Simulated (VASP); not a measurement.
# MgZr2N (P6/mmm) in VASP: notebook

Runs on MgZr2N. Level: PBE. Tasks: single point, relaxation of cell and atoms.

Everything below comes from runs of VASP 6.6.1. Logs are shortened: lines on timing, memory, paths and dates and some standing lists are left out, and cuts for length are marked.

**1. The cell of the first run**

Symmetry: P6/mmm, No. 191, hexagonal system. Conventional cell: a = 4.550 Å, b = 4.550 Å, c = 3.941 Å, α = 90.00°, β = 90.00°, γ = 120.00°. Mg (site symmetry 6/mmm) has 2 N at 1.97 Å within 2.6 Å. Zr (site symmetry -6m2) has 3 Zr at 2.63 Å and 3 N at 2.63 Å and 6 Mg at 3.28 Å within 3.5 Å. N (site symmetry 6/mmm) has 2 Mg at 1.97 Å within 2.6 Å.

**2. Single point, PBE**

INCAR

```
PREC     = Accurate       # precision mode
ENCUT    = 520            # plane-wave cutoff, eV
EDIFF    = 1E-7           # SCF threshold, eV
ISMEAR   = 0              # smearing method
SIGMA    = 0.1            # smearing width, eV
LREAL    = False          # projectors in reciprocal space
LASPH    = True           # aspherical terms in the spheres
NELM     = 60             # most SCF steps
ALGO     = Normal         # electronic algorithm
ISIF     = 2              # what is computed and relaxed
LWAVE    = False          # write WAVECAR
LCHARG   = True           # write CHGCAR
GGA      = PE             # functional
LELF     = True           # ELF
LVHAR    = True         
NBANDS   = 24             # bands
```

KPOINTS

```
Automatic mesh
0
Gamma
  12 12 12
```

POSCAR

```
MgZr2N
1.0
    4.5497279683      0.0000000000      0.0000000000
   -2.2748639842      3.9401800009      0.0000000000
    0.0000000000      0.0000000000      3.9409436911
Mg Zr N
1 2 1
Direct
    0.0000000000      0.0000000000      0.0000000000
    0.3333333333      0.6666666667      0.5000000000
    0.6666666667      0.3333333333      0.5000000000
    0.0000000000      0.0000000000      0.5000000000
```

Potentials or basis: VASP PAW PBE potentials, release 64 (Mg, Zr_sv, N).

Run with:

```sh
cat potpaw_PBE.64/Mg/POTCAR potpaw_PBE.64/Zr_sv/POTCAR potpaw_PBE.64/N/POTCAR > POTCAR
mpirun -np 1 vasp_std > vasp.out
```

OUTCAR:

```text
PREC = Accurate
   ENCUT = 520
   EDIFF = 1E-7
   ISMEAR = 0
   LREAL = False
   LASPH = True
   NELM = 60
   ISIF = 2
   GGA = PE

 ion  position               nearest neighbor table
   1  0.000  0.000  0.000-   4 1.97   4 1.97   2 3.28   2 3.28   3 3.28   3 3.28   3 3.28   3 3.28
                             2 3.28   2 3.28   3 3.28   3 3.28   2 3.28   2 3.28
   2  0.333  0.667  0.500-   3 2.63   4 2.63   3 2.63   4 2.63   4 2.63   3 2.63   1 3.28   1 3.28
                             1 3.28   1 3.28   1 3.28   1 3.28
   3  0.667  0.333  0.500-   2 2.63   4 2.63   2 2.63   4 2.63   4 2.63   2 2.63   1 3.28   1 3.28
                             1 3.28   1 3.28   1 3.28   1 3.28
   4  0.000  0.000  0.500-   1 1.97   1 1.97   3 2.63   2 2.63   3 2.63   2 2.63   3 2.63   2 2.63

  LATTYP: Found a hexagonal cell.
 ALAT       =     4.5497279683
 C/A-ratio  =     0.8661932578

  Lattice vectors:

 A1 = (   4.5497279683,   0.0000000000,   0.0000000000)
 A2 = (  -2.2748639842,   3.9401800009,   0.0000000000)
 A3 = (   0.0000000000,   0.0000000000,   3.9409436911)

Analysis of symmetry for initial positions (statically):
=====================================================================
 Subroutine PRICEL returns:
 Original cell was already a primitive cell.

 Routine SETGRP: Setting up the symmetry group for a
 hexagonal supercell.

 Subroutine GETGRP returns: Found 24 space group operations
 (whereof 24 operations were pure point group operations)
 out of a pool of 24 trial point group operations.

The static configuration has the point symmetry D_6h.

Analysis of symmetry for dynamics (positions and initial velocities):
=====================================================================
 Subroutine PRICEL returns:
 Original cell was already a primitive cell.

 Routine SETGRP: Setting up the symmetry group for a
 hexagonal supercell.

 Subroutine GETGRP returns: Found 24 space group operations
 (whereof 24 operations were pure point group operations)
 out of a pool of 24 trial point group operations.

The dynamic configuration has the point symmetry D_6h.

 Subroutine INISYM returns: Found 24 space group operations
 (whereof 24 operations are pure point group operations),
 and found     1 'primitive' translations

----------------------------------------------------------------------------------------

                                     Primitive cell

  volume of cell :      70.6483

  direct lattice vectors                    reciprocal lattice vectors
     4.549727968  0.000000000  0.000000000     0.219793361  0.126897756  0.000000000
    -2.274863984  3.940180001  0.000000000     0.000000000  0.253795512  0.000000000
     0.000000000  0.000000000  3.940943691     0.000000000  0.000000000  0.253746330

  length of vectors
     4.549727968  4.549727968  3.940943691     0.253795512  0.253795512  0.253746330

  position of ions in fractional coordinates (direct lattice)
     0.000000000  0.000000000  0.000000000
     0.333333333  0.666666667  0.500000000
     0.666666667  0.333333333  0.500000000
     0.000000000  0.000000000  0.500000000

  ion indices of the primitive-cell ions
   primitive index   ion index
                 1           1
                 2           2
                 3           3
                 4           4

----------------------------------------------------------------------------------------

 KPOINTS: Automatic mesh

Automatic generation of k-mesh.
 Grid dimensions read from file:
 generate k-points for:   12   12   12

 Generating k-lattice:

  Cartesian coordinates                     Fractional coordinates (reciprocal lattice)
     0.018316113  0.010574813  0.000000000     0.083333333  0.000000000  0.000000000
     0.000000000  0.021149626  0.000000000     0.000000000  0.083333333  0.000000000
     0.000000000  0.000000000  0.021145528     0.000000000  0.000000000  0.083333333

  Length of vectors
     0.021149626  0.021149626  0.021145528

  Shift w.r.t. Gamma in fractional coordinates (k-lattice)
     0.000000000  0.000000000  0.000000000

 Subroutine IBZKPT returns following result:
 ===========================================

 Found    133 irreducible k-points:

 Following reciprocal coordinates:
            Coordinates               Weight
  0.000000  0.000000  0.000000      1.000000
  0.083333 -0.000000  0.000000      6.000000
  0.166667 -0.000000  0.000000      6.000000
  0.250000 -0.000000  0.000000      6.000000
  0.333333 -0.000000  0.000000      6.000000
  0.416667  0.000000  0.000000      6.000000
[... 16 lines left out ...]
  0.250000 -0.000000  0.083333     12.000000
  0.333333 -0.000000  0.083333     12.000000
 [... further k-points ...]
   k-points           NKPTS =    133   k-points in BZ     NKDIM =    133   number of bands    NBANDS=     24
   number of dos      NEDOS =    301   number of ions     NIONS =      4
   total plane-waves  NPLWV =  38880
   dimension x,y,z NGX =    36 NGY =   36 NGZ =   30
   dimension x,y,z NGXF=    72 NGYF=   72 NGZF=   60
   ions per type =               1   2   1
   NGX,Y,Z   is equivalent  to a cutoff of  13.15, 13.15, 12.66 a.u.
   NGXF,Y,Z  is equivalent  to a cutoff of  26.31, 26.31, 25.31 a.u.
 SYSTEM =  unknown system
   PREC   = accura    normal or accurate (medium, high low for compatibility)
   ISTART =      0    job   : 0-new  1-cont  2-samecut
   ICHARG =      2    charge: 1-file 2-atom 10-const
   ISPIN  =      1    spin polarized calculation?
   LNONCOLLINEAR =      F non collinear calculations
   LSORBIT =      F    spin-orbit coupling
   LASPH  =      T    aspherical Exc in radial PAW
   ENCUT  =  520.0 eV  38.22 Ry    6.18 a.u.   8.46  8.46  7.33*2*pi/ulx,y,z
   NELM   =     60;   NELMIN=  2; NELMDL= -5     # of ELM steps
   EDIFF  = 0.1E-06   stopping-criterion for ELM
   LREAL  =      F    real-space projection
   EDIFFG = 0.1E-05   stopping-criterion for IOM
   NSW    =      0    number of steps for IOM
   IBRION =     -1    ionic relax: 0-MD 1-quasi-New 2-CG
   NFREE  =      0    steps in history (QN), initial steepest desc. (CG)
   ISIF   =      2    stress and relaxation
   ISYM   =      2    0-nonsym 1-usesym 2-fastsym
   POTIM  = 0.5000    time-step for ionic-motion
   TEBEG  =    0.0;   TEEND  =   0.0 temperature during run
   PSTRESS=    0.0 pullay stress
   NELECT =      31.0000    total number of electrons
   NUPDOWN=      -1.0000    fix difference up-down
   EMIN   =  10.00;   EMAX   =-10.00  energy-range for DOS
   EFERMI =   0.00;   METHOD = LEGACY
   ISMEAR =     0;   SIGMA  =   0.10  broadening in eV -4-tet -1-fermi 0-gaus
   EFERMI_NEDOS =   21; number of points for ismear=-14 and -15
   IALGO  =     38    algorithm
   IMIX   =      4    mixing-type and parameters
     AMIX     =   0.40;   BMIX     =  1.00
     AMIX_MAG =   1.60;   BMIX_MAG =  1.00
  volume/ion in A,a.u.               =      17.66       119.19
  Fermi-wavevector in a.u.,A,eV,Ry     =   1.244022  2.350861 21.056259  1.547591
  Thomas-Fermi vector in A             =   2.378307
   LORBIT       =      0    0 simple, 1 ext, 2 COOP (PROOUT), +10 PAW based schemes
   GGA     = PE    functional components
   LHFCALC =     F    Hartree Fock is set to
   AEXX    =    0.0000 exact exchange contribution
   IVDW    =     0    specifies the selected vdW correction
   LEPSILON=     F    determine dielectric tensor
   LRPA    =     F    only Hartree local field effects (RPA)
 non-spin polarized calculation
 Gauss-broadening in eV      SIGMA  =   0.10
  energy-cutoff  :      520.00
  volume of cell :       70.65
 maximum number of plane-waves:      1953
 NGX is ok and might be reduce to    36
   NGX = 17   NGY = 17   NGZ = 15

 number of electron      30.9999998 magnetization

 Free energy of the ion-electron system (eV)
  ---------------------------------------------------
  ext. energy  EPLUGINS =         0.00000000
  ---------------------------------------------------
  free energy    TOTEN  =       -25.33447234 eV

  energy without entropy =      -25.31255730  energy(sigma->0) =      -25.32351482

 E-fermi :   7.2069     XC(G=0): -10.6716

 val. band max:        7.2036494176   @ k =   0.4167   0.0833   0.4167
 cond. band min:       7.2090422107   @ k =   0.3333   0.1667   0.0000
 fundamental gap:      0.0053927931
 Fermi energy:         7.2068840059

 k-point     1 :       0.0000    0.0000    0.0000
  band No.  band energies     occupation
      1     -41.8760      2.00000
      2     -41.2726      2.00000
      3     -20.6567      2.00000
      4     -20.6567      2.00000
      5     -19.7108      2.00000
      6     -19.2026      2.00000
[... 16 lines left out ...]
     23      11.9276      0.00000
     24      12.9871      0.00000

 k-point     2 :       0.0833   -0.0000    0.0000
  band No.  band energies     occupation
      1     -41.8673      2.00000
      2     -41.2821      2.00000
      3     -20.6686      2.00000
      4     -20.6376      2.00000
      5     -19.7033      2.00000
      6     -19.2104      2.00000
[... 16 lines left out ...]
     23      11.9110      0.00000
     24      12.7869      0.00000

 k-point     3 :       0.1667   -0.0000    0.0000
  band No.  band energies     occupation
      1     -41.8420      2.00000
      2     -41.3099      2.00000
      3     -20.7001      2.00000
      4     -20.5835      2.00000
      5     -19.6815      2.00000
      6     -19.2334      2.00000
[... 16 lines left out ...]
     23      11.8283      0.00000
     24      12.4045      0.00000
[... 514 lines left out ...]
 k-point    23 :       0.2500   -0.0000    0.0833
  band No.  band energies     occupation
      1     -41.8022      2.00000
      2     -41.3527      2.00000
      3     -20.7405      2.00000
      4     -20.5034      2.00000
      5     -19.6524      2.00000
      6     -19.2724      2.00000
[... 16 lines left out ...]
     23      11.6530      0.00000
     24      12.3146      0.00000

 k-point    24 :       0.3333   -0.0000    0.0833
  band No.  band energies     occupation
      1     -41.7532      2.00000
      2     -41.4052      2.00000
      3     -20.7792      2.00000
      4     -20.4147      2.00000
      5     -19.6103      2.00000
      6     -19.3161      2.00000
[... 16 lines left out ...]
     23      11.4237      0.00000
     24      12.1231      0.00000

 [... further k-points ...]

------------------------ aborting loop because EDIFF is reached ----------------------------------------

  FORCE on cell =-STRESS in cart. coord.  units (eV):
  Direction    XX          YY          ZZ          XY          YZ          ZX
  --------------------------------------------------------------------------------------
  -------------------------------------------------------------------------------------
  Total        0.0273842      0.0273842     -0.0382556     -0.0000000      0.0000000      0.0000000
  in kB        0.6210252      0.6210252     -0.8675683     -0.0000000      0.0000000      0.0000000
  external PRESSURE =       0.1248273 kB  Pullay stress =       0.0000000 kB

 VOLUME and BASIS-vectors are now :
 -----------------------------------------------------------------------------
  energy-cutoff  :      520.00
  volume of cell :       70.65
      direct lattice vectors                 reciprocal lattice vectors
     4.549727968  0.000000000  0.000000000     0.219793361  0.126897756  0.000000000
    -2.274863984  3.940180001  0.000000000     0.000000000  0.253795512  0.000000000
     0.000000000  0.000000000  3.940943691     0.000000000  0.000000000  0.253746330

 POSITION                                       TOTAL-FORCE (eV/Angst)
 -----------------------------------------------------------------------------------
      0.00000      0.00000      0.00000         0.000000     -0.000000     -0.000000
     -0.00000      2.62679      1.97047        -0.000000      0.000000      0.000000
      2.27486      1.31339      1.97047         0.000000     -0.000000     -0.000000
      0.00000      0.00000      1.97047         0.000000     -0.000000     -0.000000
 -----------------------------------------------------------------------------------
    total drift:                                0.000000     -0.000000     -0.000000

  FREE ENERGIE OF THE ION-ELECTRON SYSTEM (eV)
  ---------------------------------------------------
  free  energy   TOTEN  =       -25.3344723412 eV

  energy  without entropy=      -25.3125573023  energy(sigma->0) =      -25.32351482
```

Run time: 88 s. Hardware: 1 thread of Intel Xeon 6975P-C (Granite Rapids), shared host; peak memory 0.36 GiB.

Results:

| Quantity | Value |
| --- | --- |
| Free energy | -25.3345 eV |
| Pressure | 0.0 GPa |

**3. Relaxation of cell and atoms, PBE**

This run uses another cell than the first one, of 17.78 Å³/atom, 1.006 times its volume.

INCAR

```
SYSTEM = MgZr2N
ALGO = Normal
EDIFF = 1E-6
EDIFFG = -0.01
ENCUT = 600
GGA = PE
IBRION = 2
ISIF = 3
ISMEAR = 0
LASPH = .True.
LCHARG = .False.
LREAL = .False.
LWAVE = .False.
NELM = 80
NSW = 100
PREC = Accurate
SIGMA = 0.1
```

KPOINTS

```
k-points
0
Gamma
  12 12 12
  0 0 0
```

POSCAR

```
MgZr2N
1.0
    4.5875099212      0.0000000000      0.0000000000
   -2.2937549606      3.9729001319      0.0000000000
    0.0000000000      0.0000000000      3.9011402508
Mg Zr N
1 2 1
Direct
    0.0000000000      0.0000000000      0.0000000000
    0.3333333333      0.6666666667      0.5000000000
    0.6666666667      0.3333333333      0.5000000000
    0.0000000000      0.0000000000      0.5000000000
```

Potentials or basis: VASP PAW PBE potentials, release 64 (Mg, Zr_sv, N).

Run with:

```sh
cat potpaw_PBE.64/Mg/POTCAR potpaw_PBE.64/Zr_sv/POTCAR potpaw_PBE.64/N/POTCAR > POTCAR
mpirun -np 1 vasp_std > vasp.out
```

It took 5.2 min on 1 thread of Intel Xeon 6975P-C (Granite Rapids), shared host; peak memory 0.4 GiB.

Results (log left out):

| Quantity | Value |
| --- | --- |
| Free energy | -25.3365 eV |
| Relaxed volume | 17.66 Å³/atom |
| Relaxed cell | a = 4.552 Å, b = 4.552 Å, c = 3.937 Å, α = 90.00°, β = 90.00°, γ = 120.00° |
| Space group after relaxing (to 0.05 Å) | P6/mmm (No. 191) |
| Energy gained by relaxing | 1.2 meV/atom |
| Ionic steps | 6 |
| Pressure after relaxing | 0.0 GPa |

The path:
```csv
step,energy change (eV),largest force (eV/Å),pressure (GPa),volume (Å³)
1,0.0000,0.0000,-0.26,71.10
2,-0.0040,0.0000,-0.06,70.80
3,-0.0049,0.0000,0.11,70.58
4,-0.0049,0.0000,0.11,70.57
5,-0.0049,0.0000,-0.06,70.71
6,-0.0049,0.0000,0.00,70.66
```

Final structure:
```xyz
4
Lattice="4.5520 0.0000 0.0000 -2.2760 3.9422 0.0000 0.0000 0.0000 3.9374" Properties=species:S:1:pos:R:3 pbc="T T T"
Mg    4.5520    0.0000    0.0000
Zr    0.0000    2.6281    1.9687
Zr    2.2760    1.3141    1.9687
N     4.5520    0.0000    1.9687
```

Levels at points of the mesh, in eV from the Fermi level:
```tsv
k point	band 12	band 13	band 14	band 15	band 16	band 17	band 18	band 19
(0.00, 0.00, 0.00)	-3.60	-3.30	0.22	0.29	0.29	1.20	1.20	2.02
(0.50, 0.00, 0.00)	-3.70	-1.46	-1.44	-0.76	-0.39	0.41	1.47	2.29
(0.00, 0.00, 0.50)	-4.29	-0.95	-0.95	0.24	0.27	1.45	1.45	1.52
(0.50, 0.00, 0.50)	-3.98	-1.91	-1.14	-1.02	0.04	0.69	2.21	3.55
```
